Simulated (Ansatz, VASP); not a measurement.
**BP in VASP and in Ansatz**

```
CELL_PARAMETERS angstrom
2.26913 2.26913 0.00000
-2.26913 2.26913 0.00000
0.00000 2.26913 2.26913
ATOMIC_POSITIONS crystal
B 0.00000 0.00000 0.00000
P 0.75000 0.25000 0.50000
```

Alike in both runs: task single point; functional PBEsol; k mesh 8 × 8 × 8; no spin polarisation.

|  | VASP | Ansatz |
| --- | --- | --- |
| version | VASP 6.6.1 | Ansatz 0.2.0 |
| potentials or method | VASP PAW PBE potentials, release 64 (B, P), cutoff 520 eV | all-electron LAPW, scalar-relativistic |
| occupations | gaussian, width 0.01 eV | fixed |

VASP gave:

```
gap on the k mesh at the Fermi level (eV) : 1.16
pressure (GPa)                            : -1.9
```

**Question.** Estimate Ansatz's values.

**Answer.** gap on the k mesh at the Fermi level (eV): 1.17; pressure (GPa): -2.0.

VASP's potentials were made for PBE, not for PBEsol. Ansatz ran all-electron here, and VASP with PAW potentials.
